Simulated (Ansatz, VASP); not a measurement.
W3C in VASP and in Ansatz

```
CELL_PARAMETERS angstrom
2.73176 0.00000 0.00000
-0.91059 2.57552 0.00000
0.00000 0.00000 21.31585
ATOMIC_POSITIONS crystal
W 0.50000 0.50000 0.18765
W 0.00000 0.00000 0.28889
W 0.50000 0.50000 0.39013
C 0.66667 0.66667 0.50882
```

Alike in both runs: task single point; functional PBEsol; k mesh 10 × 10 × 1; occupations gaussian, width 0.1 eV; no spin polarisation.

```csv
,VASP,Ansatz
version,VASP 6.6.1,Ansatz 0.2.0
potentials or method,"VASP PAW PBE potentials, release 64 (W_sv, C), cutoff 520 eV","scalar-relativistic, plane waves, PAW"
valence electrons in the cell,46,46
```

```csv
,VASP,Ansatz,Ansatz less VASP
gap on the k mesh at the Fermi level (eV),none,none,-
rms of the force components (eV/Å),1.300,1.293,-0.0066
"work function, face that differs most (eV)",4.92,4.91,-0.004
```

VASP's potentials were made for PBE, not for PBEsol. Atom by atom the forces differ by 0.016 eV/Å (rms over components). A gap of «none» marks a metal or a gap that the smearing closes. With one functional, cell and mesh, what is left measures potentials, basis and numerics.

Neither program's run includes spin-orbit coupling.
